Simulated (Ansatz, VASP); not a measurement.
Ni: VASP beside Ansatz

```xyz
2
Lattice="2.4908 0.0000 0.0000 -1.2454 2.1571 0.0000 0.0000 0.0000 4.1440" Properties=species:S:1:pos:R:3 pbc="T T T"
Ni    0.0000    1.4381    1.0360
Ni    1.2454    0.7190    3.1080
```

Alike in both runs: task single point; functional PBEsol; k mesh 13 × 13 × 7; collinear spin.

|  | VASP | Ansatz |
| --- | --- | --- |
| version | VASP 6.6.1 | Ansatz 0.2.0 |
| potentials or method | VASP PAW PBE potentials, release 64 (Ni), cutoff 520 eV | plane waves, PAW |
| occupations | fermi-dirac, width 0.1 eV | fermi-dirac |
| valence electrons in the cell | 20 | 36 |

|  | VASP | Ansatz | Ansatz less VASP |
| --- | --- | --- | --- |
| net moment per atom (μB) | 0.62 | 0.64 | +0.011 |
| size of the moment on the site where the two differ most (μB) | 0.64 | 0.67 | +0.036 |

VASP's potentials were made for PBE, not for PBEsol. Site moments also hang on the region over which each program counts them. VASP's potentials hold 20 valence electrons a cell and Ansatz's 36, so a difference there can come from the potentials and not from the codes.
